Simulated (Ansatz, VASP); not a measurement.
Two plane-wave programs on AlRu

```xyz
2
Lattice="3.1412 0.0000 0.0000 0.0000 3.1412 0.0000 0.0000 0.0000 3.1412" Properties=species:S:1:pos:R:3 pbc="T T T"
Al    0.0000    0.0000    0.0000
Ru    1.5706    1.5706    1.5706
```

Change from the starting cell: strain +0.050 along x and y, +0.050 along z, atoms carried along.

Alike in both runs: task single point; functional PBEsol; k mesh 16 × 16 × 16; occupations gaussian, width 0.15 eV; no spin polarisation.

|  | VASP | Ansatz |
| --- | --- | --- |
| version | VASP 6.6.1 | Ansatz 0.2.0 |
| potentials or method | VASP PAW PBE potentials, release 64 (Al, Ru_pv), cutoff 520 eV | scalar-relativistic, plane waves, PAW |
| valence electrons in the cell | 17 | 19 |

|  | VASP | Ansatz | Ansatz less VASP |
| --- | --- | --- | --- |
| gap on the k mesh at the Fermi level (eV) | none | none | - |
| pressure (GPa) | -24.8 | -24.8 | +0.01 |

VASP's potentials were made for PBE, not for PBEsol. A gap of «none» marks a metal or a gap that the smearing closes. VASP's potentials hold 17 valence electrons a cell and Ansatz's 19, so a difference there can come from the potentials and not from the codes.
